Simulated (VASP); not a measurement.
# La3N2 (P4mm) in VASP: further runs

La3N2 is run at these levels: PBE; tasks: single point, relaxation of cell and atoms.

All numbers are computed with VASP 6.6.1; they aren't measurements. Logs are shortened: lines on timing, memory, paths and dates and some standing lists are left out, and cuts for length are marked.

### 1 The cell of the first run

Symmetry: P4mm, No. 99, tetragonal system. The conventional cell has a = 4.344 Å, b = 4.344 Å, c = 6.254 Å, α = 90.00°, β = 90.00°, γ = 90.00°. La (site symmetry 2mm) has 1 N at 1.91 Å within 2.5 Å. Within 3.9 Å of La (site symmetry 4mm) lie 4 N at 2.97 Å and 4 La at 3.18 Å. N (site symmetry 2mm) has 1 La at 1.91 Å within 2.5 Å.

### 2 Single point, PBE

INCAR reads:

```
SYSTEM = La3N2
PREC     = Accurate       ! precision mode
ENCUT    = 520            ! plane-wave cutoff, eV
EDIFF    = 1E-7           ! SCF threshold, eV
ISMEAR   = 0              ! smearing method
SIGMA    = 0.1            ! smearing width, eV
LREAL    = .FALSE.        ! projectors in reciprocal space
LASPH    = .TRUE.         ! aspherical terms in the spheres
NELM     = 80             ! most SCF steps
ALGO     = Normal         ! electronic algorithm
ISIF     = 2              ! what is computed and relaxed
LWAVE    = .FALSE.        ! write WAVECAR
LCHARG   = .FALSE.        ! write CHGCAR
GGA      = PE             ! functional
NBANDS   = 30             ! bands
```

KPOINTS reads:

```
regular mesh
0
G
  4 4 4
  0 0 0
```

POSCAR reads:

```
La3N2
1.0
    4.3440546900      0.0000000000      0.0000000000
    0.0000000000      4.3440546900      0.0000000000
    0.0000000000      0.0000000000      6.2535053900
La N
3 2
Direct
    0.5000000000      0.0000000000      0.8788590200
    0.0000000000      0.5000000000      0.8788590200
    0.5000000000      0.5000000000      0.2506882300
    0.5000000000      0.0000000000      0.5734809400
    0.0000000000      0.5000000000      0.5734809400
```

Potentials or basis: VASP PAW PBE potentials, release 64 (La, N).

The run is started by

```sh
$ cat potpaw_PBE.64/La/POTCAR potpaw_PBE.64/N/POTCAR > POTCAR
$ mpirun -np 1 vasp_std > vasp.out
```

OUTCAR:

```text
SYSTEM = La3N2
   PREC = Accurate
   ENCUT = 520
   EDIFF = 1E-7
   ISMEAR = 0
   LREAL = .FALSE.
   LASPH = .TRUE.
   NELM = 80
   ISIF = 2
   GGA = PE

 ion  position               nearest neighbor table
   1  0.500  0.000  0.879-   4 1.91   2 3.07   2 3.07   2 3.07   2 3.07   3 3.18   3 3.18
   2  0.000  0.500  0.879-   5 1.91   1 3.07   1 3.07   1 3.07   1 3.07   3 3.18   3 3.18
   3  0.500  0.500  0.251-   1 3.18   2 3.18   1 3.18   2 3.18
   4  0.500  0.000  0.573-   1 1.91
   5  0.000  0.500  0.573-   2 1.91

  LATTYP: Found a simple tetragonal cell.
 ALAT       =     4.3440546900
 C/A-ratio  =     1.4395549403

  Lattice vectors:

 A1 = (   4.3440546900,   0.0000000000,   0.0000000000)
 A2 = (   0.0000000000,   4.3440546900,   0.0000000000)
 A3 = (   0.0000000000,   0.0000000000,   6.2535053900)

Analysis of symmetry for initial positions (statically):
=====================================================================
 Subroutine PRICEL returns:
 Original cell was already a primitive cell.

 Routine SETGRP: Setting up the symmetry group for a
 simple tetragonal supercell.

 Subroutine GETGRP returns: Found  8 space group operations
 (whereof  8 operations were pure point group operations)
 out of a pool of 16 trial point group operations.

The static configuration has the point symmetry C_4v.

Analysis of symmetry for dynamics (positions and initial velocities):
=====================================================================
 Subroutine PRICEL returns:
 Original cell was already a primitive cell.

 Routine SETGRP: Setting up the symmetry group for a
 simple tetragonal supercell.

 Subroutine GETGRP returns: Found  8 space group operations
 (whereof  8 operations were pure point group operations)
 out of a pool of 16 trial point group operations.

The dynamic configuration has the point symmetry C_4v.

 Subroutine INISYM returns: Found  8 space group operations
 (whereof  8 operations are pure point group operations),
 and found     1 'primitive' translations

----------------------------------------------------------------------------------------

                                     Primitive cell

  volume of cell :     118.0087

  direct lattice vectors                    reciprocal lattice vectors
     4.344054690  0.000000000  0.000000000     0.230199680  0.000000000  0.000000000
     0.000000000  4.344054690  0.000000000     0.000000000  0.230199680  0.000000000
[... 84 lines left out ...]
   EDIFF  = 0.1E-06   stopping-criterion for ELM
   LREAL  =      F    real-space projection
   EDIFFG = 0.1E-05   stopping-criterion for IOM
   NSW    =      0    number of steps for IOM
   IBRION =     -1    ionic relax: 0-MD 1-quasi-New 2-CG
   NFREE  =      0    steps in history (QN), initial steepest desc. (CG)
   ISIF   =      2    stress and relaxation
   ISYM   =      2    0-nonsym 1-usesym 2-fastsym
   POTIM  = 0.5000    time-step for ionic-motion
   TEBEG  =    0.0;   TEEND  =   0.0 temperature during run
   PSTRESS=    0.0 pullay stress
   NELECT =      43.0000    total number of electrons
   NUPDOWN=      -1.0000    fix difference up-down
   EMIN   =  10.00;   EMAX   =-10.00  energy-range for DOS
   EFERMI =   0.00;   METHOD = LEGACY
   ISMEAR =     0;   SIGMA  =   0.10  broadening in eV -4-tet -1-fermi 0-gaus
   EFERMI_NEDOS =   21; number of points for ismear=-14 and -15
   IALGO  =     38    algorithm
   IMIX   =      4    mixing-type and parameters
     AMIX     =   0.40;   BMIX     =  1.00
     AMIX_MAG =   1.60;   BMIX_MAG =  1.00
  volume/ion in A,a.u.               =      23.60       159.27
  Fermi-wavevector in a.u.,A,eV,Ry     =   1.169301  2.209658 18.602764  1.367265
  Thomas-Fermi vector in A             =   2.305776
   LORBIT       =      0    0 simple, 1 ext, 2 COOP (PROOUT), +10 PAW based schemes
   GGA     = PE    functional components
   LHFCALC =     F    Hartree Fock is set to
   AEXX    =    0.0000 exact exchange contribution
   IVDW    =     0    specifies the selected vdW correction
   LEPSILON=     F    determine dielectric tensor
   LRPA    =     F    only Hartree local field effects (RPA)
 non-spin polarized calculation
 Gauss-broadening in eV      SIGMA  =   0.10
  energy-cutoff  :      520.00
  volume of cell :      118.01
 maximum number of plane-waves:      3200
   NGX = 17   NGY = 17   NGZ = 23

 number of electron      43.0000005 magnetization

 Free energy of the ion-electron system (eV)
  ---------------------------------------------------
  ext. energy  EPLUGINS =         0.00000000
  ---------------------------------------------------
  free energy    TOTEN  =       -26.73541085 eV

  energy without entropy =      -26.70049658  energy(sigma->0) =      -26.71795372

 E-fermi :   7.3161     XC(G=0):  -9.7723

 val. band max:        7.3102307210   @ k =   0.5000   0.2500   0.0000
 cond. band min:       7.3746996933   @ k =   0.5000   0.0000   0.5000
 fundamental gap:      0.0644689723
 Fermi energy:         7.3160614137

 k-point     1 :       0.0000    0.0000    0.0000
  band No.  band energies     occupation
      1     -25.7561      2.00000
      2     -24.8136      2.00000
      3     -23.8645      2.00000
      4     -11.0402      2.00000
      5     -10.0857      2.00000
      6     -10.0857      2.00000
[... 583 lines left out ...]
     29       9.2495      0.00000
     30       9.3034      0.00000

------------------------ aborting loop because EDIFF is reached ----------------------------------------

  FORCE on cell =-STRESS in cart. coord.  units (eV):
  Direction    XX          YY          ZZ          XY          YZ          ZX
  --------------------------------------------------------------------------------------
  -------------------------------------------------------------------------------------
  Total        6.4388534      6.4388534     -4.8108667      0.0000000     -0.0000000      0.0000000
  in kB       87.4188368     87.4188368    -65.3160339      0.0000000     -0.0000000      0.0000000
  external PRESSURE =      36.5072132 kB  Pullay stress =       0.0000000 kB

 VOLUME and BASIS-vectors are now :
 -----------------------------------------------------------------------------
  energy-cutoff  :      520.00
  volume of cell :      118.01
      direct lattice vectors                 reciprocal lattice vectors
     4.344054690  0.000000000  0.000000000     0.230199680  0.000000000  0.000000000
     0.000000000  4.344054690  0.000000000     0.000000000  0.230199680  0.000000000
     0.000000000  0.000000000  6.253505390     0.000000000  0.000000000  0.159910312

 POSITION                                       TOTAL-FORCE (eV/Angst)
 -----------------------------------------------------------------------------------
      2.17203      0.00000      5.49595         0.000000      0.000000     -0.982626
      0.00000      2.17203      5.49595         0.000000      0.000000     -0.982626
      2.17203      2.17203      1.56768         0.000000     -0.000000      5.897799
      2.17203      0.00000      3.58627         0.000000      0.000000     -1.966274
      0.00000      2.17203      3.58627         0.000000      0.000000     -1.966274
 -----------------------------------------------------------------------------------
    total drift:                                0.000000      0.000000     -0.000905

  FREE ENERGIE OF THE ION-ELECTRON SYSTEM (eV)
  ---------------------------------------------------
  free  energy   TOTEN  =       -26.7354108543 eV

  energy  without entropy=      -26.7004965795  energy(sigma->0) =      -26.71795372
```

It took 45 s on 1 thread of Intel Xeon 6975P-C (Granite Rapids), shared host; peak memory 0.25 GiB.

Results:

| Property | Result |
| --- | --- |
| Free energy | -26.7354 eV |
| Pressure | 3.7 GPa |
| Largest force | 5.898 eV/Å |

Forces in eV/Å, atoms in the order of the input:
```
La   0.000  0.000 -0.983
La   0.000  0.000 -0.983
La   0.000  0.000  5.898
N    0.000  0.000 -1.966
N    0.000  0.000 -1.966
```

Levels at points of the mesh, in eV from the Fermi level:
| k point | band 20 | band 21 | band 22 | band 23 | band 24 | band 25 |
| --- | --- | --- | --- | --- | --- | --- |
| (0.00, 0.00, 0.00) | -0.65 | -0.24 | -0.24 | -0.13 | -0.04 | 0.71 |
| (0.50, 0.00, 0.00) | -1.07 | -0.39 | 0.23 | 0.55 | 0.79 | 1.29 |
| (0.50, 0.50, 0.00) | -0.13 | 0.15 | 0.15 | 0.29 | 0.69 | 1.41 |
| (0.00, 0.00, 0.50) | -1.09 | -0.93 | -0.26 | -0.26 | 0.31 | 0.31 |
| (0.50, 0.00, 0.50) | -1.10 | 0.06 | 0.44 | 0.52 | 0.93 | 1.13 |
| (0.50, 0.50, 0.50) | -0.17 | 0.28 | 0.42 | 0.42 | 1.34 | 1.70 |

Caveat: the k points lie up to 0.36 Å⁻¹ apart; spin-orbit coupling is left out, which moves the levels of the heavy elements; forces of over 1 eV/Å act on the atoms, so gaps and moduli don't describe the material at rest.

### 3 Single point, PBE

This run uses another cell than the first one, of 29.69 Å³/atom, 1.258 times its volume.

INCAR reads:

```
SYSTEM = La3N2
PREC = Accurate
ENCUT = 520
EDIFF = 1E-7
ISMEAR = 0
SIGMA = 0.1
LREAL = .FALSE.
LASPH = .TRUE.
NELM = 100
ALGO = Normal
ISIF = 2
LWAVE = .FALSE.
LCHARG = .FALSE.
GGA = PE
NBANDS = 30
```

KPOINTS is that of step 2.

POSCAR reads:

```
La3N2
1.0
    4.8854264623      0.0000000000      0.0000000000
    0.0000000000      4.8854264623      0.0000000000
    0.0000000000      0.0000000000      6.2201179897
La N
3 2
Direct
    0.5000000000      0.0000000000      0.8479606214
    0.0000000000      0.5000000000      0.8479606214
    0.5000000000      0.5000000000      0.4064081313
    0.5000000000      0.0000000000      0.5265193880
    0.0000000000      0.5000000000      0.5265193880
```

Potentials or basis: VASP PAW PBE potentials, release 64 (La, N).

The run is started by

```sh
$ cat potpaw_PBE.64/La/POTCAR potpaw_PBE.64/N/POTCAR > POTCAR
$ mpirun -np 1 vasp_std > vasp.out
```

It took 54 s on 1 thread of Intel Xeon 6975P-C (Granite Rapids), shared host; peak memory 0.28 GiB.

It converged, with:

```
Free energy   : -32.3389 eV
Pressure      : 0.1 GPa
Largest force : 0.041 eV/Å
```

Forces on the atoms (eV/Å):
```
La   0.000  0.000  0.040
La   0.000  0.000  0.040
La   0.000  0.000  0.002
N    0.000  0.000 -0.041
N    0.000  0.000 -0.041
```

Stress tensor (GPa, compression positive):
```
0.18 0.00 0.00
0.00 0.18 0.00
0.00 0.00 0.09
```

Levels at points of the mesh, in eV from the Fermi level:
| k point | band 19 | band 20 | band 21 | band 22 | band 23 | band 24 | band 25 | band 26 |
| --- | --- | --- | --- | --- | --- | --- | --- | --- |
| (0.00, 0.00, 0.00) | -0.93 | -0.92 | -0.92 | -0.90 | -0.24 | 1.47 | 1.86 | 1.86 |
| (0.50, 0.00, 0.00) | -1.16 | -0.83 | -0.72 | 0.17 | 1.29 | 1.46 | 1.78 | 1.91 |
| (0.50, 0.50, 0.00) | -0.85 | -0.23 | 0.31 | 0.32 | 0.32 | 0.46 | 1.26 | 1.45 |
| (0.00, 0.00, 0.50) | -1.53 | -1.26 | -0.97 | -0.97 | -0.21 | 1.14 | 1.64 | 1.64 |
| (0.50, 0.00, 0.50) | -1.66 | -1.48 | 0.17 | 0.43 | 0.54 | 1.39 | 1.67 | 1.87 |
| (0.50, 0.50, 0.50) | -1.50 | -0.25 | -0.04 | -0.04 | 0.09 | 1.36 | 1.88 | 2.25 |

Caveat: spin-orbit coupling is left out, which moves the levels of the heavy elements.

### 4 Relaxation of cell and atoms, PBE

INCAR reads:

```
SYSTEM = La3N2
PREC = Accurate
ENCUT = 600
EDIFF = 1E-6
ISMEAR = 0
SIGMA = 0.1
LREAL = .False.
LASPH = .True.
NELM = 80
ALGO = Normal
ISIF = 3
LWAVE = .False.
LCHARG = .False.
GGA = PE
IBRION = 2
NSW = 90
EDIFFG = -0.04
```

KPOINTS reads:

```
Automatic mesh
0
Gamma
  4 4 4
  0 0 0
```

POSCAR reads:

```
La3N2
1.0
    4.3440546900      0.0000000000      0.0000000000
    0.0000000000      4.3440546900      0.0000000000
    0.0000000000      0.0000000000      6.2535053900
La N
3 2
Direct
    0.5000000000      0.0000000000      0.8788590200
    0.0000000000      0.5000000000      0.8788590200
    0.5000000000      0.5000000000      0.2506882300
    0.5000000000      0.0000000000      0.5734809400
    0.0000000000      0.5000000000      0.5734809400
```

Potentials or basis: VASP PAW PBE potentials, release 64 (La, N).

The run is started by

```sh
$ cat potpaw_PBE.64/La/POTCAR potpaw_PBE.64/N/POTCAR > POTCAR
$ mpirun -np 1 vasp_std > vasp.out
```

OUTCAR:

```text
SYSTEM = La3N2
   PREC = Accurate
   ENCUT = 600
   EDIFF = 1E-6
   ISMEAR = 0
   LREAL = .False.
   LASPH = .True.
   NELM = 80
   ISIF = 3
   GGA = PE
   IBRION = 2
   NSW = 90
   EDIFFG = -0.04

 ion  position               nearest neighbor table
   1  0.500  0.000  0.879-   4 1.91   2 3.07   2 3.07   2 3.07   2 3.07   3 3.18   3 3.18
   2  0.000  0.500  0.879-   5 1.91   1 3.07   1 3.07   1 3.07   1 3.07   3 3.18   3 3.18
   3  0.500  0.500  0.251-   1 3.18   2 3.18   1 3.18   2 3.18
   4  0.500  0.000  0.573-   1 1.91
   5  0.000  0.500  0.573-   2 1.91

  LATTYP: Found a simple tetragonal cell.
 ALAT       =     4.3440546900
 C/A-ratio  =     1.4395549403

  Lattice vectors:

 A1 = (   4.3440546900,   0.0000000000,   0.0000000000)
 A2 = (   0.0000000000,   4.3440546900,   0.0000000000)
 A3 = (   0.0000000000,   0.0000000000,   6.2535053900)

[... 286 lines left out ...]
  free  energy   TOTEN  =       -31.0171388070 eV

  energy  without entropy=      -30.9963955275  energy(sigma->0) =      -31.00676717

[... ionic steps 4 to 52 ...]

--------------------------------------- Ionic step       53  -------------------------------------------

 number of electron      42.9999993 magnetization

------------------------ aborting loop because EDIFF is reached ----------------------------------------
[... 73 lines left out ...]
--------------------------------------- Ionic step       55  -------------------------------------------

 number of electron      42.9999993 magnetization

 Free energy of the ion-electron system (eV)
  ---------------------------------------------------
  ext. energy  EPLUGINS =         0.00000000
  ---------------------------------------------------
  free energy    TOTEN  =       -32.61439367 eV

  energy without entropy =      -32.56807128  energy(sigma->0) =      -32.59123248

 E-fermi :   6.2497     XC(G=0):  -9.1670

 val. band max:        6.2319162266   @ k =   0.2500   0.0000   0.0000
 cond. band min:       6.2540037837   @ k =   0.5000   0.2500   0.0000
 fundamental gap:      0.0220875570
 Fermi energy:         6.2497480466

 k-point     1 :       0.0000    0.0000    0.0000
  band No.  band energies     occupation
      1     -26.2105      2.00000
      2     -25.7368      2.00000
      3     -25.7096      2.00000
      4     -10.5338      2.00000
      5     -10.5338      2.00000
      6     -10.5079      2.00000
[... 525 lines left out ...]
  FREE ENERGIE OF THE ION-ELECTRON SYSTEM (eV)
  ---------------------------------------------------
  free  energy   TOTEN  =       -32.6143936732 eV

  energy  without entropy=      -32.5680712821  energy(sigma->0) =      -32.59123248

 reached required accuracy - stopping structural energy minimisation
```

CONTCAR:

```text
La3N2
   1.00000000000000
     5.4290706188956772   -0.0000000000000000    0.0000000000000000
    -0.0000000000000000    5.4290706188956772    0.0000000000000000
    -0.0000000000000000    0.0000000000000000    4.6202347958803722
  La              N
     3     2
Direct
     0.5000000000000000    0.0000000000000000    0.9298265246781132
     0.0000000000000000    0.5000000000000000    0.9298265246781132
     0.5000000000000000    0.5000000000000000    0.4313501020648580
     0.5000000000000000    0.0000000000000000    0.4321824992894621
     0.0000000000000000    0.5000000000000000    0.4321824992894621

  0.00000000E+00  0.00000000E+00  0.00000000E+00
  0.00000000E+00  0.00000000E+00  0.00000000E+00
  0.00000000E+00  0.00000000E+00  0.00000000E+00
  0.00000000E+00  0.00000000E+00  0.00000000E+00
  0.00000000E+00  0.00000000E+00  0.00000000E+00
```

It took 23 min on 1 thread of Intel Xeon 6975P-C (Granite Rapids), shared host; peak memory 0.29 GiB.

What came out:

- Free energy: -32.6144 eV
- Relaxed volume: 27.24 Å³/atom
- Relaxed cell: a = 5.429 Å, b = 5.429 Å, c = 4.620 Å, α = 90.00°, β = 90.00°, γ = 90.00°
- Space group after relaxing (to 0.05 Å): P4/mmm (No. 123)
- Energy gained by relaxing: 1174.7 meV/atom
- Ionic steps: 55
- Pressure after relaxing: 0.0 GPa
- Largest force after relaxing: 0.035 eV/Å

Forces in eV/Å, atoms in the order of the input:
```
La   0.000  0.000  0.035
La   0.000  0.000  0.035
La   0.000  0.000 -0.022
N    0.000  0.000 -0.024
N    0.000  0.000 -0.024
```

The path:
| step | energy change (eV) | largest force (eV/Å) | pressure (GPa) | volume (Å³) |
| --- | --- | --- | --- | --- |
| 1 | 0.0000 | 5.8993 | 3.61 | 118.01 |
| 3 | -4.2761 | 5.7263 | 7.44 | 138.09 |
| 5 | -5.4598 | 0.6990 | -1.46 | 153.00 |
| 7 | -5.4885 | 0.5719 | -1.48 | 151.91 |
| 9 | -5.5820 | 0.4350 | 0.23 | 139.05 |
| 11 | -5.5883 | 0.4024 | -0.18 | 141.47 |
| 13 | -5.5980 | 0.0886 | -0.20 | 141.61 |
| 15 | -5.5987 | 0.0884 | 0.10 | 141.22 |
| 17 | -5.5990 | 0.0459 | 0.01 | 141.30 |
| 19 | -5.6015 | 0.0620 | 0.00 | 140.90 |
| 21 | -5.6172 | 0.1633 | 0.09 | 139.20 |
| 23 | -5.6781 | 0.9545 | 3.14 | 131.18 |
| 25 | -5.6923 | 0.8703 | 2.77 | 131.71 |
| 27 | -5.7552 | 0.4154 | 0.97 | 133.83 |
| 29 | -5.7666 | 0.1639 | -0.18 | 135.31 |
| 31 | -5.7674 | 0.1744 | -0.11 | 135.20 |
| 33 | -5.7741 | 0.1605 | -0.01 | 134.98 |
| 35 | -5.7951 | 0.1725 | 0.46 | 134.06 |
| 37 | -5.8033 | 0.2153 | 2.98 | 130.07 |
| 39 | -5.8192 | 0.3270 | 2.09 | 131.25 |
| 41 | -5.8196 | 0.3195 | 2.27 | 130.98 |
| 43 | -5.8251 | 0.2920 | 2.22 | 131.11 |
| 45 | -5.8317 | 0.1375 | 2.20 | 131.71 |
| 47 | -5.8388 | 0.1751 | 2.02 | 131.84 |
| 49 | -5.8688 | 0.1055 | 0.58 | 134.68 |
| 51 | -5.8714 | 0.0871 | 0.02 | 135.86 |
| 53 | -5.8717 | 0.0813 | 0.05 | 135.81 |
| 55 | -5.8733 | 0.0350 | 0.02 | 136.18 |

Final structure:
```xyz
5
Lattice="5.4291 0.0000 0.0000 0.0000 5.4291 0.0000 0.0000 0.0000 4.6202" Properties=species:S:1:pos:R:3 pbc="T T T"
La    2.7145    0.0000    4.2960
La    0.0000    2.7145    4.2960
La    2.7145    2.7145    1.9929
N     2.7145    0.0000    1.9968
N     0.0000    2.7145    1.9968
```

Caveat: the k points lie up to 0.34 Å⁻¹ apart in the final cell; the volume moved by over 15 % at a fixed basis, so the end points are rough; spin-orbit coupling is left out, which moves the levels of the heavy elements.

### 5 Summary

| task | cell | cutoff (eV) | gap on the mesh (eV) | pressure (GPa) | largest force (eV/Å) |
| --- | --- | --- | --- | --- | --- |
| single point | a = 4.344, b = 4.344, c = 6.254 Å, 5 atoms | 520 | none | 3.7 | 5.90 |
| single point | a = 4.885, b = 4.885, c = 6.220 Å, 5 atoms | 520 | none | 0.1 | 0.04 |
| relaxation of cell and atoms | relaxed from a = 4.344, b = 4.344, c = 6.254 Å, 5 atoms | 600 | none | 0.0 | 0.03 |

Alike in all rows: level PBE; potentials or basis VASP PAW PBE potentials, release 64 (La, N); no spin polarisation; k mesh 4 × 4 × 4; smearing gaussian 0.1 eV.

Caveats: some runs use coarse meshes; spin-orbit coupling is left out, which moves the levels of the heavy elements; forces of over 1 eV/Å act on the atoms, so gaps and moduli don't describe the material at rest (some runs); the volume moved by over 15 % at a fixed basis, so the end points are rough (some runs).

Absolute energies hang on the potentials; compare differences alone.
